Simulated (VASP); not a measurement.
# YSc: relaxation of cell and atoms with LDA

YSc:

```
Y Sc
1.0
     3.39854    0.00000    0.00000
    -1.69927    2.94322    0.00000
     0.00000    0.00000    5.23187
Y Sc
1 1
Direct
  0.00000 0.00000 0.00000
  0.33333 0.66667 0.50000
```

```json
{
 "Program": "VASP 6.6.1",
 "Task": "relaxation of cell and atoms",
 "Functional": "LDA",
 "Potentials or basis": "VASP PAW LDA potentials, release 64 (Y_sv, Sc_sv)",
 "Cutoff": "600 eV",
 "k mesh": "15 × 15 × 8",
 "Occupations": "gaussian, width 0.1 eV",
 "Spin": "no spin polarisation",
 "Dipole correction": "no",
 "Further INCAR settings": "ALGO = Normal; EDIFF = 1e-07; IBRION = 2; EDIFFG = -0.005; NSW = 100; ISIF = 3"
}
```

The relaxed volume is 26.14 Å³/atom and the relaxed cell is a = 3.397 Å, b = 3.397 Å, c = 5.231 Å, α = 90.00°, β = 90.00°, γ = 120.00°. The space group after relaxing (to 0.05 Å) is P-6m2 (No. 187) and the energy gained by relaxing is 0.0 meV/atom. The ionic steps are 2, the pressure after relaxing is 0.0 GPa and the band gap on the k mesh is zero (band 11 reaches 4.87 eV, above the bottom of band 12 at 3.10 eV).

Final structure:
```cif
data_structure
_symmetry_space_group_name_H-M 'P 1'
_symmetry_Int_Tables_number 1
_cell_length_a 3.3969
_cell_length_b 3.3969
_cell_length_c 5.2309
_cell_angle_alpha 90.000
_cell_angle_beta 90.000
_cell_angle_gamma 120.000
_cell_volume 52.27
loop_
_atom_site_label
_atom_site_type_symbol
_atom_site_fract_x
_atom_site_fract_y
_atom_site_fract_z
_atom_site_occupancy
Y1 Y 0.00000 0.00000 0.00000 1
Sc1 Sc 0.33333 0.66667 0.50000 1
```

Levels at points of the mesh, in eV from the Fermi level:
| k point | band 7 | band 8 | band 9 | band 10 | band 11 | band 12 | band 13 | band 14 | band 15 |
| --- | --- | --- | --- | --- | --- | --- | --- | --- | --- |
| (0.00, 0.00, 0.00) | -21.73 | -21.73 | -5.00 | -1.91 | 1.26 | 1.54 | 1.54 | 1.99 | 2.29 |
| (0.00, 0.00, 0.50) | -21.73 | -21.73 | -3.44 | -3.26 | 0.95 | 1.07 | 1.40 | 1.40 | 1.56 |

It took 85 s on 1 thread of Intel(R) Xeon(R) 6975P-C (Granite Rapids), on a shared host, peak memory 0.29 GiB.
